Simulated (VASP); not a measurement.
Wanted: the native input for a VASP 6.6.1 run.

| Item | Value |
| --- | --- |
| Task | single point |
| Functional | PBE |
| Potentials or basis | VASP PAW PBE potentials, release 64 (Zn, O) |
| Cutoff | 520 eV |
| k mesh | 12 × 12 × 12 |
| Occupations | gaussian, width 0.02 eV |
| Spin | no spin polarisation |
| Dipole correction | no |
| Further INCAR settings | ALGO = Normal; EDIFF = 1e-06; NBANDS = 16 |

The structure of ZnO lies in POSCAR:

```
ZnO
1.0
    0.0000000000      2.1862970076      2.1862970076
    2.1862970076      0.0000000000      2.1862970076
    2.1862970076      2.1862970076      0.0000000000
Zn O
1 1
Direct
    0.0000000000      0.0000000000      0.0000000000
    0.5000000000      0.5000000000      0.5000000000
```

This cell differs from its parent crystal: volume scaled by 1.03.

These files were run (other wordings do the same):

INCAR

```
SYSTEM = ZnO
PREC = Accurate
ENCUT = 520
EDIFF = 1E-6
ISMEAR = 0
SIGMA = 0.02
LREAL = .False.
LASPH = .True.
NELM = 60
ALGO = Normal
ISIF = 2
LWAVE = .False.
LCHARG = .False.
GGA = PE
NBANDS = 16
```

KPOINTS

```
regular mesh
0
Gamma
  12 12 12
  0 0 0
```

Potentials or basis: VASP PAW PBE potentials, release 64 (Zn, O).

Launch:

```bash
$ cat potpaw_PBE.64/Zn/POTCAR potpaw_PBE.64/O/POTCAR > POTCAR
$ mpirun -np 1 vasp_std > vasp.out
```

Results of the run:

```yaml
Pressure: -3.8 GPa
Band_gap_on_the_k_mesh: 0.60 eV, indirect (least direct gap 1.73 eV)
```

It took 6.6 s on 1 thread of Intel(R) Xeon(R) 6975P-C (Granite Rapids), on a shared host, peak memory 0.15 GiB.
